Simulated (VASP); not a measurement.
HfN: single point with LDA

HfN:

```xyz
2
Lattice="0.0000 2.3250 2.3250 2.3250 0.0000 2.3250 2.3250 2.3250 0.0000" Properties=species:S:1:pos:R:3 pbc="T T T"
Hf    2.3250    2.3250    2.3250
N     0.0000    0.0000    0.0000
```

The cell was generated, and may not be a known phase.

```json
{"Program": "VASP 6.6.1", "Task": "single point", "Functional": "LDA", "Potentials or basis": "VASP PAW LDA potentials, release 64 (Hf_pv, N)", "Cutoff": "520 eV", "k mesh": "10 × 10 × 10", "Occupations": "fermi-dirac, width 0.0816 eV", "Spin": "no spin polarisation", "Dipole correction": "no", "Further INCAR settings": "ALGO = Normal; EDIFF = 1e-06; NBANDS = 14"}
```

```
Pressure               : -29.1 GPa
Band gap on the k mesh : zero (an odd number of electrons rules out a gap without spin polarisation)
```

Levels at points of the mesh, in eV from the Fermi level:
```tsv
k point	band 5	band 6	band 7	band 8	band 9	band 10	band 11	band 12
(0.00, 0.00, 0.00)	-2.87	-2.87	-2.87	-0.37	-0.37	-0.37	1.17	1.68
(0.50, 0.00, 0.00)	-8.37	-5.75	-5.75	2.87	3.22	3.22	4.10	7.80
(0.50, 0.50, 0.00)	-5.29	-3.57	-3.57	-3.47	3.57	4.67	4.82	4.82
```

Run time: 13 s on 1 thread of Intel(R) Xeon(R) Platinum 8259CL CPU @ 2.50GHz (Skylake/Cascade Lake), on a shared host, peak memory 0.14 GiB.

Caveat: the cell stands under tension; spin-orbit coupling is left out, which moves the levels of the heavy elements.
